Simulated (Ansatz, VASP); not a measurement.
**Two plane-wave programs on Ta**

INCAR

```
SYSTEM = Ta
PREC = Accurate ; ENCUT = 520
EDIFF = 1E-7 ; ISMEAR = -1
SIGMA = 0.1 ; LREAL = .False.
LASPH = .True. ; NELM = 60
ALGO = Normal ; ISIF = 2
LWAVE = .False. ; LCHARG = .True.
GGA = PS ; LELF = .True.
LVHAR = .True. ; NBANDS = 18
```

Contents of KPOINTS:

```
regular mesh
0
Gamma
  14 14 7
  0 0 0
```

Contents of POSCAR:

```
Ta
1.0
    2.9735852049      0.0000000000      0.0000000000
   -1.4867926025      2.5752003278      0.0000000000
    0.0000000000      0.0000000000      5.2992209830
Ta
2
Direct
    0.3333333333      0.6666666667      0.2500000000
    0.6666666667      0.3333333333      0.7500000000
```

Input for Ansatz:

```yaml
crystal:
  lattice:
    - [2.9735852049, 0.0, 0.0]
    - [-1.4867926025, 2.5752003278, 0.0]
    - [0.0, 0.0, 5.299220983]
  atoms:
    - { symbol: Ta, position: [0.3333333333, 0.6666666667, 0.25] }
    - { symbol: Ta, position: [0.6666666667, 0.3333333333, 0.75] }
hamiltonian:
  xc: pbesol
  pseudopotentials:
    kind: paw
    azcp:
      Ta: "pseudopotentials/Ta.paw.azcp"
basis:
  ecutwfc: 420
  fft_grid_basis: typed
kpoints:
  mp_grid: { grid: [14, 14, 7], shift: [0, 0, 0] }
magnetization:
  spin_polarized: false
scf:
  occupations: { method: fermi_dirac, width: 0.1 }
  lower_state_search: "off"
output:
  stress: true
  write_density: true
  write_potential: true
  elf: true
  volumetric_format: npy
```

Alike in both runs: task single point; functional PBEsol; k mesh 14 × 14 × 7; occupations fermi-dirac, width 0.1 eV; no spin polarisation.

```csv
,VASP,Ansatz
version,VASP 6.6.1,Ansatz 0.2.0
potentials or method,"VASP PAW PBE potentials, release 64 (Ta_pv), cutoff 520 eV","plane waves (420 eV) with PAW, scalar-relativistic"
valence electrons in the cell,22,26
```

|  | VASP | Ansatz | Ansatz less VASP |
| --- | --- | --- | --- |
| pressure (GPa) | -18.1 | -18.1 | -0.01 |
| traceless stress, the component that is largest in VASP (GPa) | 0.72 | 0.70 | -0.024 |

VASP's potentials were made for PBE, not for PBEsol, and Ansatz warns of the same on its side. VASP's potentials hold 22 valence electrons a cell and Ansatz's 26, so a difference there can come from the potentials and not from the codes.

Neither program's run includes spin-orbit coupling.
